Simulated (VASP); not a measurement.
# SrCl2 (Fm-3m) in VASP: a series of runs

SrCl2 is run at these levels: r2SCAN; tasks: single point.

Program: VASP 6.6.1. These are calculated values, not measurements. Logs are shortened: lines on timing, memory, paths and dates and some standing lists are left out, and cuts for length are marked.

### Step 1. The cell of the first run

Symmetry: Fm-3m, No. 225, cubic system. The conventional cell has a = 6.995 Å, b = 6.995 Å, c = 6.995 Å, α = 90.00°, β = 90.00°, γ = 90.00°. Within 4.0 Å of Sr (site symmetry m-3m) lie 8 Cl at 3.03 Å. Cl (site symmetry -43m) has 4 Sr at 3.03 Å and 6 Cl at 3.50 Å within 4.0 Å.

### Step 2. Single point, r2SCAN

The input, POSCAR:

```
SrCl2
1.0
    0.0000000000      3.4977180860      3.4977180860
    3.4977180860      0.0000000000      3.4977180860
    3.4977180860      3.4977180860      0.0000000000
Sr Cl
1 2
Direct
    0.0000000000      0.0000000000      0.0000000000
    0.2500000000      0.2500000000      0.2500000000
    0.7500000000      0.7500000000      0.7500000000
```

The input, INCAR.step1:

```
PREC = Accurate
ENCUT = 520
ISMEAR = 0
SIGMA = 0.01
LREAL = F
LASPH = T
NELM = 100
NBANDS = 19
GGA = PE
ALGO = Normal
EDIFF = 1E-4
LWAVE = T
LCHARG = F
```

The input, INCAR.step2:

```
PREC = Accurate
ENCUT = 520
EDIFF = 1E-6
ISMEAR = 0
SIGMA = 0.01
LREAL = F
LASPH = T
NELM = 100
ALGO = Normal
ISIF = 2
LWAVE = F
LCHARG = T
METAGGA = R2SCAN
LMIXTAU = T
LELF = T
LVHAR = T
NBANDS = 19
ISTART = 1
```

The input, KPOINTS:

```
regular mesh
0
Gamma
  6 6 6
```

Potentials or basis: VASP PAW PBE potentials, release 64 (Sr_sv, Cl).

The run is started by

```console
$ cat potpaw_PBE.64/Sr_sv/POTCAR potpaw_PBE.64/Cl/POTCAR > POTCAR
$ cp INCAR.step1 INCAR
$ mpirun -np 1 vasp_std > vasp.out
$ cp INCAR.step2 INCAR
$ mpirun -np 1 vasp_std > vasp.out
```

OUTCAR:

```text
PREC = Accurate
   ENCUT = 520
   EDIFF = 1E-6
   ISMEAR = 0
   LREAL = F
   LASPH = T
   NELM = 100
   ISIF = 2
   METAGGA = R2SCAN
   ISTART = 1

 ion  position               nearest neighbor table
   1  0.000  0.000  0.000-   2 3.03   3 3.03   3 3.03   3 3.03   3 3.03   2 3.03   2 3.03   2 3.03

   2  0.250  0.250  0.250-   1 3.03   1 3.03   1 3.03   1 3.03
   3  0.750  0.750  0.750-   1 3.03   1 3.03   1 3.03   1 3.03

  LATTYP: Found a face centered cubic cell.
 ALAT       =     6.9954361720

  Lattice vectors:

 A1 = (   0.0000000000,   3.4977180860,   3.4977180860)
 A2 = (   3.4977180860,   0.0000000000,   3.4977180860)
 A3 = (   3.4977180860,   3.4977180860,   0.0000000000)

Analysis of symmetry for initial positions (statically):
=====================================================================
 Subroutine PRICEL returns:
 Original cell was already a primitive cell.

 Routine SETGRP: Setting up the symmetry group for a
 face centered cubic supercell.

 Subroutine GETGRP returns: Found 48 space group operations
 (whereof 48 operations were pure point group operations)
 out of a pool of 48 trial point group operations.

The static configuration has the point symmetry O_h .

Analysis of symmetry for dynamics (positions and initial velocities):
=====================================================================
 Subroutine PRICEL returns:
 Original cell was already a primitive cell.

 Routine SETGRP: Setting up the symmetry group for a
 face centered cubic supercell.

 Subroutine GETGRP returns: Found 48 space group operations
 (whereof 48 operations were pure point group operations)
 out of a pool of 48 trial point group operations.

The dynamic configuration has the point symmetry O_h .

 Subroutine INISYM returns: Found 48 space group operations
 (whereof 48 operations are pure point group operations),
 and found     1 'primitive' translations

----------------------------------------------------------------------------------------

                                     Primitive cell

  volume of cell :      85.5824

  direct lattice vectors                    reciprocal lattice vectors
     0.000000000  3.497718086  3.497718086    -0.142950343  0.142950343  0.142950343
     3.497718086  0.000000000  3.497718086     0.142950343 -0.142950343  0.142950343
     3.497718086  3.497718086  0.000000000     0.142950343  0.142950343 -0.142950343

  length of vectors
     4.946520355  4.946520355  4.946520355     0.247597257  0.247597257  0.247597257

  position of ions in fractional coordinates (direct lattice)
     0.000000000  0.000000000  0.000000000
     0.250000000  0.250000000  0.250000000
     0.750000000  0.750000000  0.750000000

  ion indices of the primitive-cell ions
   primitive index   ion index
                 1           1
                 2           2
                 3           3

----------------------------------------------------------------------------------------

 KPOINTS: regular mesh

Automatic generation of k-mesh.
 Grid dimensions read from file:
 generate k-points for:    6    6    6

 Generating k-lattice:

  Cartesian coordinates                     Fractional coordinates (reciprocal lattice)
    -0.023825057  0.023825057  0.023825057     0.166666667  0.000000000  0.000000000
     0.023825057 -0.023825057  0.023825057     0.000000000  0.166666667  0.000000000
     0.023825057  0.023825057 -0.023825057     0.000000000  0.000000000  0.166666667

  Length of vectors
     0.041266209  0.041266209  0.041266209

  Shift w.r.t. Gamma in fractional coordinates (k-lattice)
     0.000000000  0.000000000  0.000000000

 Subroutine IBZKPT returns following result:
 ===========================================

 Found     16 irreducible k-points:

 Following reciprocal coordinates:
            Coordinates               Weight
  0.000000  0.000000  0.000000      1.000000
  0.166667  0.000000  0.000000      8.000000
  0.333333  0.000000  0.000000      8.000000
  0.500000  0.000000  0.000000      4.000000
  0.166667  0.166667  0.000000      6.000000
  0.333333  0.166667  0.000000     24.000000
[... 8 lines left out ...]
 -0.333333  0.333333  0.166667     24.000000
 -0.333333  0.500000  0.166667     12.000000
   k-points           NKPTS =     16   k-points in BZ     NKDIM =     16   number of bands    NBANDS=     19
   number of dos      NEDOS =    301   number of ions     NIONS =      3
   total plane-waves  NPLWV =  64000
   dimension x,y,z NGX =    40 NGY =   40 NGZ =   40
   dimension x,y,z NGXF=    80 NGYF=   80 NGZF=   80
   ions per type =               1   2
   NGX,Y,Z   is equivalent  to a cutoff of  13.44, 13.44, 13.44 a.u.
   NGXF,Y,Z  is equivalent  to a cutoff of  26.89, 26.89, 26.89 a.u.
 SYSTEM =  unknown system
   PREC   = accura    normal or accurate (medium, high low for compatibility)
   ISTART =      1    job   : 0-new  1-cont  2-samecut
   ICHARG =      0    charge: 1-file 2-atom 10-const
   ISPIN  =      1    spin polarized calculation?
   LNONCOLLINEAR =      F non collinear calculations
   LSORBIT =      F    spin-orbit coupling
   LASPH  =      T    aspherical Exc in radial PAW
   ENCUT  =  520.0 eV  38.22 Ry    6.18 a.u.   9.20  9.20  9.20*2*pi/ulx,y,z
   NELM   =    100;   NELMIN=  2; NELMDL=  0     # of ELM steps
   EDIFF  = 0.1E-05   stopping-criterion for ELM
   LREAL  =      F    real-space projection
   EDIFFG = 0.1E-04   stopping-criterion for IOM
   NSW    =      0    number of steps for IOM
   IBRION =     -1    ionic relax: 0-MD 1-quasi-New 2-CG
   NFREE  =      0    steps in history (QN), initial steepest desc. (CG)
   ISIF   =      2    stress and relaxation
   ISYM   =      2    0-nonsym 1-usesym 2-fastsym
   POTIM  = 0.5000    time-step for ionic-motion
   TEBEG  =    0.0;   TEEND  =   0.0 temperature during run
   PSTRESS=    0.0 pullay stress
   NELECT =      24.0000    total number of electrons
   NUPDOWN=      -1.0000    fix difference up-down
   EMIN   =  10.00;   EMAX   =-10.00  energy-range for DOS
   EFERMI =   0.00;   METHOD = LEGACY
   ISMEAR =     0;   SIGMA  =   0.01  broadening in eV -4-tet -1-fermi 0-gaus
   EFERMI_NEDOS =   21; number of points for ismear=-14 and -15
   IALGO  =     38    algorithm
   IMIX   =      4    mixing-type and parameters
     AMIX     =   0.40;   BMIX     =  1.00
     AMIX_MAG =   1.60;   BMIX_MAG =  1.00
  volume/ion in A,a.u.               =      28.53       192.51
  Fermi-wavevector in a.u.,A,eV,Ry     =   1.071562  2.024958 15.622809  1.148244
  Thomas-Fermi vector in A             =   2.207306
   LORBIT       =      0    0 simple, 1 ext, 2 COOP (PROOUT), +10 PAW based schemes
   METAGGA = R2SCAN    functional components
   LHFCALC =     F    Hartree Fock is set to
   AEXX    =    0.0000 exact exchange contribution
   IVDW    =     0    specifies the selected vdW correction
   LEPSILON=     F    determine dielectric tensor
   LRPA    =     F    only Hartree local field effects (RPA)
 non-spin polarized calculation
 Gauss-broadening in eV      SIGMA  =   0.01
  energy-cutoff  :      520.00
  volume of cell :       85.58
 maximum number of plane-waves:      2332
 NGX is ok and might be reduce to    40
   NGX = 19   NGY = 19   NGZ = 19

 number of electron      24.0000002 magnetization

 Free energy of the ion-electron system (eV)
  ---------------------------------------------------
  ext. energy  EPLUGINS =         0.00000000
  ---------------------------------------------------
  free energy    TOTEN  =       -35.69703218 eV

  energy without entropy =      -35.69703218  energy(sigma->0) =      -35.69703218

 E-fermi :  -0.2085     XC(G=0):  -8.7304

 val. band max:       -0.2735042753   @ k =   0.5000   0.5000   0.0000
 cond. band min:       5.6633214405   @ k =   0.0000   0.0000   0.0000
 fundamental gap:      5.9368257159
 Fermi energy:        -0.2084865742

 k-point     1 :       0.0000    0.0000    0.0000
  band No.  band energies     occupation
      1     -34.2503      2.00000
      2     -15.6168      2.00000
      3     -15.6168      2.00000
      4     -15.6168      2.00000
      5     -14.1358      2.00000
      6     -13.2775      2.00000
[... 11 lines left out ...]
     18       9.3372      0.00000
     19       9.7467      0.00000

 k-point     2 :       0.1667    0.0000    0.0000
  band No.  band energies     occupation
      1     -34.2495      2.00000
      2     -15.7100      2.00000
      3     -15.6201      2.00000
      4     -15.6201      2.00000
      5     -13.9801      2.00000
      6     -13.3346      2.00000
[... 11 lines left out ...]
     18       9.1226      0.00000
     19      10.2168      0.00000

 k-point     3 :       0.3333    0.0000    0.0000
  band No.  band energies     occupation
      1     -34.2479      2.00000
      2     -15.8545      2.00000
      3     -15.6267      2.00000
      4     -15.6267      2.00000
      5     -13.7632      2.00000
      6     -13.3875      2.00000
[... 11 lines left out ...]
     18       8.9937      0.00000
     19       9.4516      0.00000

 k-point     4 :       0.5000    0.0000    0.0000
  band No.  band energies     occupation
      1     -34.2471      2.00000
      2     -15.9132      2.00000
      3     -15.6300      2.00000
      4     -15.6300      2.00000
      5     -13.7333      2.00000
      6     -13.3444      2.00000
[... 231 lines left out ...]
     18       9.1701      0.00000
     19      10.1848      0.00000

 k-point    15 :      -0.3333    0.3333    0.1667
  band No.  band energies     occupation
      1     -34.2464      2.00000
      2     -15.8491      2.00000
      3     -15.7799      2.00000
      4     -15.6420      2.00000
      5     -13.5266      2.00000
      6     -13.4327      2.00000
[... 11 lines left out ...]
     18       9.7065      0.00000
     19      10.1152      0.00000

 k-point    16 :      -0.3333    0.5000    0.1667
  band No.  band energies     occupation
      1     -34.2461      2.00000
      2     -15.9045      2.00000
      3     -15.7394      2.00000
      4     -15.6484      2.00000
      5     -13.5203      2.00000
      6     -13.4102      2.00000
[... 11 lines left out ...]
     18      10.0907      0.00000
     19      10.4530      0.00000

------------------------ aborting loop because EDIFF is reached ----------------------------------------

  FORCE on cell =-STRESS in cart. coord.  units (eV):
  Direction    XX          YY          ZZ          XY          YZ          ZX
  --------------------------------------------------------------------------------------
  -------------------------------------------------------------------------------------
  Total        0.0109529      0.0109529      0.0109529      0.0000000      0.0000000      0.0000000
  in kB        0.2050484      0.2050484      0.2050484      0.0000000      0.0000000      0.0000000
  external PRESSURE =       0.2050484 kB  Pullay stress =       0.0000000 kB

 VOLUME and BASIS-vectors are now :
 -----------------------------------------------------------------------------
  energy-cutoff  :      520.00
  volume of cell :       85.58
      direct lattice vectors                 reciprocal lattice vectors
     0.000000000  3.497718086  3.497718086    -0.142950343  0.142950343  0.142950343
     3.497718086  0.000000000  3.497718086     0.142950343 -0.142950343  0.142950343
     3.497718086  3.497718086  0.000000000     0.142950343  0.142950343 -0.142950343

 POSITION                                       TOTAL-FORCE (eV/Angst)
 -----------------------------------------------------------------------------------
      0.00000      0.00000      0.00000        -0.000000      0.000000     -0.000000
      1.74886      1.74886      1.74886        -0.000000     -0.000000     -0.000000
      5.24658      5.24658      5.24658         0.000000      0.000000      0.000000
 -----------------------------------------------------------------------------------
    total drift:                               -0.000000     -0.000000      0.000000

  FREE ENERGIE OF THE ION-ELECTRON SYSTEM (eV)
  ---------------------------------------------------
  free  energy   TOTEN  =       -35.6970321752 eV

  energy  without entropy=      -35.6970321752  energy(sigma->0) =      -35.69703218
```

It took 3.1 min on 1 thread of Intel Xeon 8259CL, shared host; peak memory 0.26 GiB.

What came out:

```yaml
Free_energy: -35.6970 eV
Pressure: 0.0 GPa
Band_gap_on_the_k_mesh: 5.94 eV (least direct gap 5.99 eV)
```

Levels at points of the mesh, in eV from the valence-band top:
```csv
k point,band 9,band 10,band 11,band 12,band 13,band 14,band 15,band 16
"(0.00, 0.00, 0.00)",-2.12,-0.35,-0.35,-0.35,5.94,6.69,6.69,9.61
"(0.50, 0.00, 0.00)",-1.47,-1.33,-1.06,-1.06,7.29,7.29,8.22,8.23
"(0.50, 0.50, 0.00)",-1.90,-0.39,-0.39,0.00,5.99,7.77,8.20,8.68
```

Caveat: the structure was generated, so it needn't be the stable form of SrCl2; the PAW data sets were made with another functional, which shifts forces and pressure a little. A k mesh can miss the band edges.

### Step 3. Single point, r2SCAN (29.38 Å³/atom)

This run uses another cell than the first one, of 29.38 Å³/atom.

The input, POSCAR:

```
SrCl2
1.0
    0.0000000000      3.5323512105      3.5323512105
    3.5323512105      0.0000000000      3.5323512105
    3.5323512105      3.5323512105      0.0000000000
Sr Cl
1 2
Direct
    0.0000000000      0.0000000000      0.0000000000
    0.2500000000      0.2500000000      0.2500000000
    0.7500000000      0.7500000000      0.7500000000
```

The input, INCAR.step1:

```
SYSTEM = SrCl2
PREC = Accurate ; ENCUT = 520
ISMEAR = 0 ; SIGMA = 0.01
LREAL = .FALSE. ; LASPH = .TRUE.
NELM = 80 ; NBANDS = 19
GGA = PE ; ALGO = Normal
EDIFF = 1E-4 ; LWAVE = .TRUE.
LCHARG = .FALSE.
```

The input, INCAR.step2:

```
SYSTEM = SrCl2
PREC = Accurate ; ENCUT = 520
EDIFF = 1E-6 ; ISMEAR = 0
SIGMA = 0.01 ; LREAL = .FALSE.
LASPH = .TRUE. ; NELM = 80
ALGO = Normal ; ISIF = 2
LWAVE = .FALSE. ; LCHARG = .FALSE.
METAGGA = R2SCAN ; LMIXTAU = .TRUE.
NBANDS = 19 ; ISTART = 1
```

The input, KPOINTS:

```
regular mesh
0
G
  6 6 6
  0 0 0
```

Potentials or basis: VASP PAW PBE potentials, release 64 (Sr_sv, Cl).

The run is started by

```console
$ cat potpaw_PBE.64/Sr_sv/POTCAR potpaw_PBE.64/Cl/POTCAR > POTCAR
$ cp INCAR.step1 INCAR
$ mpirun -np 1 vasp_std > vasp.out
$ cp INCAR.step2 INCAR
$ mpirun -np 1 vasp_std > vasp.out
```

Run time: 3.2 min. Hardware: 1 thread of Intel Xeon 8259CL, shared host; peak memory 0.26 GiB.

It converged, with:

| Property | Result |
| --- | --- |
| Free energy | -35.6900 eV |
| Pressure | -1.0 GPa |
| Band gap on the k mesh | 5.83 eV (least direct gap 6.01 eV) |

Levels at points of the mesh, in eV from the valence-band top:
| k point | band 8 | band 9 | band 10 | band 11 | band 12 | band 13 | band 14 | band 15 | band 16 | band 17 |
| --- | --- | --- | --- | --- | --- | --- | --- | --- | --- | --- |
| (0.00, 0.00, 0.00) | -2.02 | -2.02 | -0.33 | -0.33 | -0.33 | 5.83 | 6.70 | 6.70 | 9.56 | 9.56 |
| (0.50, 0.00, 0.00) | -1.48 | -1.42 | -1.28 | -1.02 | -1.02 | 7.26 | 7.26 | 8.12 | 8.18 | 9.17 |
| (0.50, 0.50, 0.00) | -1.83 | -1.83 | -0.37 | -0.37 | 0.00 | 6.01 | 7.68 | 8.12 | 8.59 | 8.59 |

Caveat: the structure was generated, so it needn't be the stable form of SrCl2; the PAW data sets were made with another functional, which shifts forces and pressure a little. A k mesh can miss the band edges.

### Step 4. Single point, r2SCAN (30.24 Å³/atom)

This run uses another cell than the first one, of 30.24 Å³/atom.

The input, POSCAR:

```
SrCl2
1.0
    0.0000000000      3.5663182097      3.5663182097
    3.5663182097      0.0000000000      3.5663182097
    3.5663182097      3.5663182097      0.0000000000
Sr Cl
1 2
Direct
    0.0000000000      0.0000000000      0.0000000000
    0.2500000000      0.2500000000      0.2500000000
    0.7500000000      0.7500000000      0.7500000000
```

The input, INCAR.step1:

```
SYSTEM = SrCl2
PREC = Accurate
ENCUT = 520
ISMEAR = 0
SIGMA = 0.01
LREAL = .FALSE.
LASPH = .TRUE.
NELM = 100
NBANDS = 19
GGA = PE
ALGO = Normal
EDIFF = 1E-4
LWAVE = .TRUE.
LCHARG = .FALSE.
```

The input, INCAR.step2:

```
SYSTEM = SrCl2
PREC = Accurate
ENCUT = 520
EDIFF = 1E-6
ISMEAR = 0
SIGMA = 0.01
LREAL = .FALSE.
LASPH = .TRUE.
NELM = 100
ALGO = Normal
ISIF = 2
LWAVE = .FALSE.
LCHARG = .FALSE.
METAGGA = R2SCAN
LMIXTAU = .TRUE.
NBANDS = 19
ISTART = 1
```

The input, KPOINTS:

```
Automatic mesh
0
G
  6 6 6
  0 0 0
```

The run is started by

```console
$ cat potpaw_PBE.64/Sr_sv/POTCAR potpaw_PBE.64/Cl/POTCAR > POTCAR
$ cp INCAR.step1 INCAR
$ mpirun -np 1 vasp_std > vasp.out
$ cp INCAR.step2 INCAR
$ mpirun -np 1 vasp_std > vasp.out
```

Run time: 3 min. Hardware: 1 thread of Intel Xeon 8259CL, shared host; peak memory 0.27 GiB.

Results (log left out):

```
Free energy            : -35.6674 eV
Pressure               : -1.9 GPa
Band gap on the k mesh : 5.72 eV (least direct gap 6.01 eV)
```

Levels at points of the mesh, in eV from the valence-band top:
```csv
k point,band 10,band 11,band 12,band 13,band 14,band 15
"(0.00, 0.00, 0.00)",-0.32,-0.32,-0.32,5.72,6.70,6.70
"(0.50, 0.00, 0.00)",-1.22,-0.98,-0.98,7.22,7.22,8.01
"(0.50, 0.50, 0.00)",-0.35,-0.35,0.00,6.01,7.60,8.04
```

Caveat: the structure was generated, so it needn't be the stable form of SrCl2; the PAW data sets were made with another functional, which shifts forces and pressure a little. A k mesh can miss the band edges.

### Step 5. Summary

```csv
cell,gap on the mesh (eV),pressure (GPa)
"a = 4.947 Å, angles 60.0°, 3 atoms",5.94,0.0
"a = 4.995 Å, angles 60.0°, 3 atoms",5.83,-1.0
"a = 5.044 Å, angles 60.0°, 3 atoms",5.72,-1.9
```

Alike in all rows: task single point; level r2SCAN; potentials or basis VASP PAW PBE potentials, release 64 (Sr_sv, Cl); no spin polarisation; k mesh 6 × 6 × 6; cutoff (eV) 520; smearing gaussian 0.01 eV.

Caveats: the structure was generated, so it needn't be the stable form of SrCl2; the PAW data sets were made with another functional, which shifts forces and pressure a little.

Total energies depend on the potentials used, so only differences within one code and one set of settings carry meaning.
